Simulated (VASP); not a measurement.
The system is MgO (Periclase).

```
Mg O
1.0
     0.00000    2.10221    2.10221
     2.10221    0.00000    2.10221
     2.10221    2.10221    0.00000
Mg O
1 1
Direct
  0.00000 0.00000 0.00000
  0.50000 0.50000 0.50000
```

Base run:

```yaml
Program: VASP 6.6.1
Functional: r2SCAN
Potentials_or_basis: VASP PAW PBE potentials, release 64 (Mg_sv, O)
Cutoff: 660 eV
k_mesh: 8 × 8 × 8
Occupations: gaussian, width 0.05 eV
Spin: no spin polarisation
```

Its results: band gap on the k mesh 5.71 eV, direct; pressure -0.2 GPa.

Question: The run is repeated on the same cell with these changes: potentials or basis from VASP PAW PBE potentials, release 64 (Mg_sv, O) to VASP PAW PBE potentials, release 64 (Mg, O); cutoff from 660 eV to 520 eV; further incar settings from ALGO = Normal; EDIFF = 1e-06; NBANDS = 15 to ALGO = Normal; EDIFF = 1e-06; NBANDS = 11; valence electrons from 16 to 8. What comes out?

Answer: Band gap on the k mesh 5.66 eV, direct; pressure -1.1 GPa.

Caveats: the PAW data sets were made with another functional, which shifts forces and pressure a little.

